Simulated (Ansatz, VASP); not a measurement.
**One calculation of HfC, two programs**

INCAR

```
SYSTEM = HfC
PREC = Accurate
ENCUT = 520
EDIFF = 1E-6
ISMEAR = -1
SIGMA = 0.05
LREAL = .FALSE.
LASPH = .TRUE.
NELM = 60
ALGO = Normal
ISIF = 2
LWAVE = .FALSE.
LCHARG = .FALSE.
GGA = CA
NBANDS = 14
```

Contents of KPOINTS:

```
regular mesh
0
G
  12 12 12
  0 0 0
```

The input POSCAR:

```
HfC
1.0
    0.0000000000      2.3327243092      2.3327243092
    2.3327243092      0.0000000000      2.3327243092
    2.3327243092      2.3327243092      0.0000000000
Hf C
1 1
Direct
    0.5000000000      0.5000000000      0.5000000000
    0.0000000000      0.0000000000      0.0000000000
```

Input for Ansatz:

```yaml
crystal:
  lattice:
    - [0.0, 2.3327243092, 2.3327243092]
    - [2.3327243092, 0.0, 2.3327243092]
    - [2.3327243092, 2.3327243092, 0.0]
  atoms:
    - { symbol: Hf, position: [0.5, 0.5, 0.5] }
    - { symbol: C, position: [0.0, 0.0, 0.0] }
kpoints:
  mp_grid: { grid: [12, 12, 12] }
  band_path:
    path:
      - [0.0, 0.0, 0.0]
      - [0.5, 0.0, 0.5]
      - [0.625, 0.25, 0.625]
      - [0.375, 0.375, 0.75]
      - [0.0, 0.0, 0.0]
      - [0.5, 0.5, 0.5]
      - [0.5, 0.25, 0.75]
      - [0.5, 0.0, 0.5]
    npoints: 5
scf:
  occupations: { method: fermi_dirac, width: 0.05 }
hamiltonian:
  xc: lda
  pseudopotentials: { kind: all_electron, lapw: { basis_error: 0.00025 } }
output:
  forces: true
  stress: true
  eigenvalues: true
```

Change from the starting cell: volume scaled by 1.01.

Alike in both runs: task single point; functional LDA; k mesh 12 × 12 × 12; occupations fermi-dirac, width 0.05 eV; no spin polarisation.

|  | VASP | Ansatz |
| --- | --- | --- |
| version | VASP 6.6.1 | Ansatz 0.2.0 |
| potentials or method | VASP PAW LDA potentials, release 64 (Hf_pv, C), cutoff 520 eV | all-electron LAPW, scalar-relativistic |

```tsv
	VASP	Ansatz	Ansatz less VASP
pressure (GPa)	-13.7	-13.9	-0.15
```

LDA's correlation is that of Perdew and Zunger in VASP and of Perdew and Wang (1992) in Ansatz. Ansatz ran all-electron here, and VASP with PAW potentials.

Neither program's run includes spin-orbit coupling.
